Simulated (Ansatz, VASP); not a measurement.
## Two plane-wave programs on Al

```
CELL_PARAMETERS angstrom
0.00000 1.98128 1.98128
1.98128 0.00000 1.98128
1.98128 1.98128 0.00000
ATOMIC_POSITIONS crystal
Al 0.00000 0.00000 0.00000
```

Alike in both runs: task single point; functional PBEsol; dispersion D3(BJ); k mesh 28 × 28 × 28; occupations gaussian, width 0.15 eV; no spin polarisation.

|  | VASP | Ansatz |
| --- | --- | --- |
| version | VASP 6.6.1 | Ansatz 0.2.0 |
| potentials or method | VASP PAW PBE potentials, release 64 (Al), cutoff 520 eV | scalar-relativistic, plane waves, PAW |
| valence electrons in the cell | 3 | 3 |

Ansatz gave:

| Item | Value |
| --- | --- |
| gap on the k mesh at the Fermi level (eV) | none |
| pressure (GPa) | 0.0 |

**Question.** Which values does VASP return?

**Answer.** gap on the k mesh at the Fermi level (eV): none; pressure (GPa): 0.1.

VASP's potentials were made for PBE, not for PBEsol. A gap of «none» marks a metal or a gap that the smearing closes.
